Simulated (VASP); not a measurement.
A run of VASP 6.6.1:

INCAR

```
PREC = Accurate
ENCUT = 600
EDIFF = 1E-6
ISMEAR = -1
SIGMA = 0.05
LREAL = F
LASPH = T
NELM = 60
ALGO = Normal
ISIF = 3
LWAVE = F
LCHARG = F
GGA = PS
IVDW = 12
IBRION = 2
NSW = 80
EDIFFG = -0.005
```

File KPOINTS:

```
regular mesh
0
Gamma
  7 7 7
```

The input POSCAR:

```
BaS
1.0
    0.0000000000      3.1937500000      3.1937500000
    3.1937500000      0.0000000000      3.1937500000
    3.1937500000      3.1937500000      0.0000000000
Ba S
1 1
Direct
    0.0000000000      0.0000000000      0.0000000000
    0.5000000000      0.5000000000      0.5000000000
```

Potentials or basis: VASP PAW PBE potentials, release 64 (Ba_sv, S).

Launch:

```console
$ cat potpaw_PBE.64/Ba_sv/POTCAR potpaw_PBE.64/S/POTCAR > POTCAR
$ mpirun -np 1 vasp_std > vasp.out
```

Hardware: 1 thread of AMD EPYC 9R45 96-Core Processor (Zen 5) (shared host).

Q: How long does it take, and how much memory?

A: Wall time 24 s on 1 thread of AMD EPYC 9R45 96-Core Processor (Zen 5) (shared host), peak memory 0.19 GiB. Counts: scf iterations 28, k points 20, ion steps 3.
